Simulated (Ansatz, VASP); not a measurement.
## One calculation of GaN, two programs

INCAR

```
SYSTEM = GaN
  PREC = Accurate
  ENCUT = 520
  EDIFF = 1E-7
  ISMEAR = 0
  SIGMA = 0.01
  LREAL = .False.
  LASPH = .True.
  NELM = 60
  ALGO = Normal
  ISIF = 2
  LWAVE = .False.
  LCHARG = .False.
  GGA = CA
  IBRION = 2
  NSW = 50
  EDIFFG = -0.002
```

Contents of KPOINTS:

```
regular mesh
0
Gamma
  8 8 4
  0 0 0
```

The input POSCAR:

```
GaN
1.0
    3.1518145673      0.0000000000      0.0000000000
   -1.5759072837      2.7295514833      0.0000000000
    0.0000000000      0.0000000000      5.1640897249
Ga N
2 2
Direct
    0.3333333333      0.6666666667     -0.0007042255
    0.6666666667      0.3333333333      0.4992957745
    0.3333333333      0.6666666667      0.3757042255
    0.6666666667      0.3333333333      0.8757042255
```

Input for Ansatz:

```yaml
crystal:
  lattice:
    - [3.15181456733, 0.0, 0.0]
    - [-1.57590728366, 2.72955148333, 0.0]
    - [0.0, 0.0, 5.16408972487]
  atoms:
    - { symbol: Ga, position: [0.333333333333, 0.666666666667, -0.000704225452] }
    - { symbol: Ga, position: [0.666666666667, 0.333333333333, 0.499295774548] }
    - { symbol: "N", position: [0.333333333333, 0.666666666667, 0.375704225452] }
    - { symbol: "N", position: [0.666666666667, 0.333333333333, 0.875704225452] }
kpoints:
  mp_grid: { grid: [8, 8, 4] }
scf:
  occupations: { method: fixed }
  convergence: { dr2_threshold: 1.0e-10 }
hamiltonian:
  xc: lda
  pseudopotentials: { kind: all_electron, lapw: { basis_error: 0.0005 } }
output:
  forces: true
  stress: true
  eigenstates:
    kpoints:
      - [0.0, 0.0, 0.0]
      - [0.0, 0.0, -0.5]
      - [-0.5, 0.0, 0.0]
      - [-0.5, 0.5, 0.0]
      - [0.0, -0.5, 0.0]
      - [-0.5, 0.0, -0.5]
      - [-0.5, 0.5, -0.5]
      - [0.0, -0.5, -0.5]
relax:
  f_tol: 0.002
  max_steps: 30
```

Change from the starting cell: z stretched by +0.5 %, x and y held.

Alike in both runs: task relaxation of the atoms; functional LDA; k mesh 8 × 8 × 4; no spin polarisation.

|  | VASP | Ansatz |
| --- | --- | --- |
| version | VASP 6.6.1 | Ansatz 0.2.0 |
| potentials or method | VASP PAW LDA potentials, release 64 (Ga_d, N), cutoff 520 eV | all-electron LAPW, scalar-relativistic |
| occupations | gaussian, width 0.01 eV | fixed |

```tsv
	VASP	Ansatz	Ansatz less VASP
gap on the k mesh at the Fermi level, each at its own relaxed structure (eV)	2.09	2.08	-0.010
```

LDA's correlation is that of Perdew and Zunger in VASP and of Perdew and Wang (1992) in Ansatz. Ansatz ran all-electron here, and VASP with PAW potentials.
